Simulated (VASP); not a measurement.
Set up this calculation in VASP 6.6.1, as the native input.

* Task: single point
* Functional: PBE
* Potentials or basis: VASP PAW PBE potentials, release 64 (Rb_sv, K_sv, F, W_sv)
* Cutoff: 520 eV
* k mesh: 5 × 5 × 5
* Occupations: methfessel-paxton, width 0.0436 eV
* Spin: no spin polarisation
* Dipole correction: no
* Further INCAR settings: ALGO = Normal; EDIFF = 1e-07; NBANDS = 52

The structure of KRb2WF6 lies in POSCAR:

```
KRb2WF6
1.0
    0.0000000000      4.6030135640      4.6030135640
    4.6030135640      0.0000000000      4.6030135640
    4.6030135640      4.6030135640      0.0000000000
Rb K F W
2 1 6 1
Direct
    0.2500000000      0.2500000000      0.2500000000
    0.7500000000      0.7500000000      0.7500000000
    0.5000000000      0.5000000000      0.5000000000
    0.7753672086      0.2246327914      0.2246327914
    0.2246327914      0.7753672086      0.2246327914
    0.2246327914      0.7753672086      0.7753672086
    0.7753672086      0.2246327914      0.7753672086
    0.2246327914      0.2246327914      0.7753672086
    0.7753672086      0.7753672086      0.2246327914
    0.0000000000      0.0000000000      0.0000000000
```

The input as run:

INCAR

```
SYSTEM = KRb2WF6
  PREC = Accurate
  ENCUT = 520
  EDIFF = 1E-7
  ISMEAR = 1
  SIGMA = 0.0436
  LREAL = .False.
  LASPH = .True.
  NELM = 60
  ALGO = Normal
  ISIF = 2
  LWAVE = .False.
  LCHARG = .False.
  GGA = PE
  NBANDS = 52
```

KPOINTS

```
regular mesh
0
Gamma
  5 5 5
  0 0 0
```

Potentials or basis: VASP PAW PBE potentials, release 64 (Rb_sv, K_sv, F, W_sv).

Command:

```bash
$ cat potpaw_PBE.64/Rb_sv/POTCAR potpaw_PBE.64/K_sv/POTCAR potpaw_PBE.64/F/POTCAR potpaw_PBE.64/W_sv/POTCAR > POTCAR
$ mpirun -np 1 vasp_std > vasp.out
```

Results of the run:

```
Pressure               : 0.3 GPa
Largest force          : 0.104 eV/Å
Band gap on the k mesh : zero (an odd number of electrons rules out a gap without spin polarisation)
```

Caveat: spin-orbit coupling is left out, which moves the levels of the heavy elements; an odd number of electrons without spin polarisation forces a metal; a magnetic or distorted state may lie lower.

It took 2.1 min on 1 thread of Intel(R) Xeon(R) Platinum 8259CL CPU @ 2.50GHz (Skylake/Cascade Lake), on a shared host, peak memory 0.37 GiB.
